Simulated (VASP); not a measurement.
Runs of VASP 6.6.1 on Te3As4. The structure is that of space group Im-3m (No. 229), or close to it. The cells are those of the table. 

| task | cell | k mesh | cutoff (eV) | gap on the mesh (eV) | pressure (GPa) | relaxed volume (Å³/atom) |
| --- | --- | --- | --- | --- | --- | --- |
| single point | a = 6.149 Å, angles 109.5°, 7 atoms | 4 × 4 × 4 | 520 | none | (a) | - |
| relaxation of cell and atoms | relaxed from a = 6.464 Å, angles 109.5°, 7 atoms | 4 × 4 × 4 | 600 | none | 0.0 | 25.43 |
| single point | a = 6.112 Å, angles 109.5°, 7 atoms | 8 × 8 × 8 | 520 | none | -0.1 | - |
| relaxation of cell and atoms | relaxed from a = 6.149 Å, angles 109.5°, 7 atoms | 8 × 8 × 8 | 600 | none | 0.0 | 25.09 |
| single point | a = 6.464 Å, angles 109.5°, 7 atoms | 4 × 4 × 4 | 520 | none | (b) | - |

Alike in all rows: level PBE; potentials or basis VASP PAW PBE potentials, release 64 (Te, As); no spin polarisation; smearing gaussian 0.1 eV.

Task: Fill in the values left out.

Result: (a) -0.3; (b) -6.5.

Caveats: spin-orbit coupling is left out, which moves the levels of the heavy elements.

A k mesh can miss the band edges, and the runs leave out spin-orbit coupling on As, Te.

A gap of «none» marks levels without a gap at the run's occupations.
